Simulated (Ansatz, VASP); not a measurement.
MoS2: VASP beside Ansatz

Contents of INCAR:

```
SYSTEM = MoS2
PREC     = Accurate       ! precision mode
ENCUT    = 520            ! plane-wave cutoff, eV
EDIFF    = 1E-8           ! SCF threshold, eV
ISMEAR   = -1             ! smearing method
SIGMA    = 0.05           ! smearing width, eV
LREAL    = .FALSE.        ! projectors in reciprocal space
LASPH    = .TRUE.         ! aspherical terms in the spheres
NELM     = 80             ! most SCF steps
ALGO     = Normal         ! electronic algorithm
ISIF     = 2              ! what is computed and relaxed
LWAVE    = .FALSE.        ! write WAVECAR
LCHARG   = .FALSE.        ! write CHGCAR
GGA      = PS             ! functional
LEFG     = .TRUE.       
NBANDS   = 20             ! bands
```

The input KPOINTS:

```
regular mesh
0
G
  13 13 13
  0 0 0
```

File POSCAR:

```
MoS2
1.0
    1.5867545494      0.9161131662      6.1436734385
   -1.5867545494      0.9161131662      6.1436734385
    0.0000000000     -1.8322263324      6.1436734385
Mo S
1 2
Direct
    0.0000000000      0.0000000000      0.0000000000
    0.7484000000      0.7484000000      0.7484000000
    0.5849000000      0.5849000000      0.5849000000
```

Input for Ansatz:

```yaml
crystal:
  lattice:
    - [1.5867545494, 0.9161131662, 6.1436734385]
    - [-1.5867545494, 0.9161131662, 6.1436734385]
    - [0.0, -1.8322263324, 6.1436734385]
  atoms:
    - { symbol: Mo, position: [0.0, 0.0, 0.0] }
    - { symbol: S, position: [0.7484, 0.7484, 0.7484] }
    - { symbol: S, position: [0.5849, 0.5849, 0.5849] }
kpoints:
  mp_grid: { grid: [13, 13, 13] }
scf:
  occupations: { method: fermi_dirac, width: 0.05 }
hamiltonian:
  xc: pbesol
  pseudopotentials: { kind: all_electron, datasets: crystal }
output:
  forces: true
  stress: true
  eigenvalues: true
  efg: { contact_densities: true }
```

Change from the starting cell: volume scaled by 1.01, crystal datasets.

Alike in both runs: task electric field gradients; functional PBEsol; k mesh 13 × 13 × 13; occupations fermi-dirac, width 0.05 eV; no spin polarisation.

```csv
,VASP,Ansatz
version,VASP 6.6.1,Ansatz 0.2.0
potentials or method,"VASP PAW PBE potentials, release 64 (Mo_sv, S), cutoff 520 eV","all-electron PAW with datasets made for the crystal, scalar-relativistic"
```

```csv
,VASP,Ansatz,Ansatz less VASP
pressure (GPa),2.6,2.6,+0.04
"traceless stress, the component that is largest in VASP (GPa)",4.94,4.96,+0.013
rms of the force components (eV/Å),0.390,0.390,+0.0007
size of Vzz on the site where it differs most (V/Å²),92.4,90.1,-2.32
```

VASP's potentials were made for PBE, not for PBEsol. Atom by atom the forces differ by 0.001 eV/Å (rms over components). Ansatz ran all-electron here, and VASP with PAW potentials.
